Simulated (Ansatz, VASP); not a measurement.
# Two plane-wave programs on Ga

```
Ga
1.0
     0.00000    2.01869    2.01869
     2.01869    0.00000    2.01869
     2.01869    2.01869    0.00000
Ga
1
Direct
  0.00000 0.00000 0.00000
```

Alike in both runs: task relaxation of cell and atoms; functional PBEsol; k mesh 18 × 18 × 18; occupations gaussian, width 0.1 eV; no spin polarisation.

```csv
,VASP,Ansatz
version,VASP 6.6.1,Ansatz 0.2.0
potentials or method,"VASP PAW PBE potentials, release 64 (Ga_d), cutoff 600 eV","scalar-relativistic, plane waves, PAW"
valence electrons in the cell,13,13
```

|  | VASP | Ansatz | Ansatz less VASP |
| --- | --- | --- | --- |
| gap on the k mesh at the Fermi level, each at its own relaxed structure (eV) | none | none | - |
| relaxed volume (Å³/atom) | 17.80 | 17.80 | +0.001 |
| relaxed length of the cell vector where the two differ most in proportion (Å) | 2.931 | 2.931 | +0.0001 |

VASP's potentials were made for PBE, not for PBEsol. A gap of «none» marks a metal or a gap that the smearing closes.
